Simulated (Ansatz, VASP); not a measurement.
SrO in VASP and in Ansatz

```
CELL_PARAMETERS angstrom
0.00000 2.56980 2.62120
2.56980 0.00000 2.62120
2.56980 2.56980 0.00000
ATOMIC_POSITIONS crystal
Sr 0.00000 0.00000 0.00000
O 0.50000 0.50000 0.50000
```

Change from the starting cell: zz strain of +2 %.

Alike in both runs: task single point; functional PBE; k mesh 8 × 8 × 8; occupations fermi-dirac, width 0.02 eV; no spin polarisation.

|  | VASP | Ansatz |
| --- | --- | --- |
| version | VASP 6.6.1 | Ansatz 0.2.0 |
| potentials or method | VASP PAW PBE potentials, release 64 (Sr_sv, O), cutoff 520 eV | all-electron LAPW, scalar-relativistic |

```csv
,VASP,Ansatz,Ansatz less VASP
gap on the k mesh at the Fermi level (eV),3.23,3.28,+0.046
pressure (GPa),1.7,1.2,-0.54
"traceless stress, the component that is largest in VASP (GPa)",-1.64,-1.56,+0.087
```

Ansatz ran all-electron here, and VASP with PAW potentials.
